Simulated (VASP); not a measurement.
Runs of VASP 6.6.1 on Cl. The structure is that of space group Cmce (No. 64), or close to it. The cells are those of the table. 

```tsv
cell	gap on the mesh (eV)	pressure (GPa)	largest force (eV/Å)
a = 3.761, b = 3.761, c = 8.009 Å, angles 90.0, 90.0, 64.2°, 4 atoms	2.21	0.2	0.17
a = 3.650, b = 3.650, c = 7.915 Å, angles 90.0, 90.0, 64.9°, 4 atoms	2.19	1.1	0.16
a = 3.816, b = 3.816, c = 8.053 Å, angles 90.0, 90.0, 63.8°, 4 atoms	2.22	(b)	0.17
a = 3.705, b = 3.705, c = 7.963 Å, angles 90.0, 90.0, 64.5°, 4 atoms	(a)	0.6	0.17
```

Alike in all rows: task single point; level PBE+D3(BJ); potentials or basis VASP PAW PBE potentials, release 64 (Cl); no spin polarisation; k mesh 8 × 8 × 4; cutoff (eV) 520; smearing gaussian 0.02 eV.

Question: Fill in the values left out.

Answer: (a) 2.20; (b) -0.1.

A k mesh can miss the band edges.
